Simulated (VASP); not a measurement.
Write the native input for VASP 6.6.1 that does the following.

- Task: single point
- Functional: PBE
- Potentials or basis: VASP PAW PBE potentials, release 64 (Lu, Se, Br)
- Cutoff: 520 eV
- k mesh: 12 × 12 × 8
- Occupations: gaussian, width 0.1 eV
- Spin: no spin polarisation
- Dipole correction: no
- Further INCAR settings: ALGO = Normal; EDIFF = 1e-06; NBANDS = 26

The structure of LuSeBr lies in POSCAR:

```
LuSeBr
1.0
    4.6934157760      0.0000000000      0.0000000000
   -2.3467078880      4.0646172925      0.0000000000
    0.0000000000      0.0000000000      3.9123626835
Lu Se Br
1 1 1
Direct
    0.6666666667      0.3333333333      0.5000000000
    0.0000000000      0.0000000000      0.0000000000
    0.3333333333      0.6666666667      0.5000000000
```

The cell was generated, and may not be a known phase.

These files were run (other wordings do the same):

INCAR

```
SYSTEM = LuSeBr
PREC = Accurate ; ENCUT = 520
EDIFF = 1E-6 ; ISMEAR = 0
SIGMA = 0.1 ; LREAL = .False.
LASPH = .True. ; NELM = 100
ALGO = Normal ; ISIF = 2
LWAVE = .False. ; LCHARG = .False.
GGA = PE ; NBANDS = 26
```

KPOINTS

```
regular mesh
0
Gamma
  12 12 8
  0 0 0
```

Potentials or basis: VASP PAW PBE potentials, release 64 (Lu, Se, Br).

Command:

```bash
$ cat potpaw_PBE.64/Lu/POTCAR potpaw_PBE.64/Se/POTCAR potpaw_PBE.64/Br/POTCAR > POTCAR
$ mpirun -np 1 vasp_std > vasp.out
```

It gave:

```
Pressure               : 0.1 GPa
Band gap on the k mesh : 0.08 eV
```

Caveat: semilocal functionals underestimate gaps, and a narrow one can read as zero; spin-orbit coupling is left out, which moves the levels of the heavy elements.

It took 2.9 min on 1 thread of AMD EPYC 9R45 96-Core Processor (Zen 5) (shared host), peak memory 0.32 GiB.
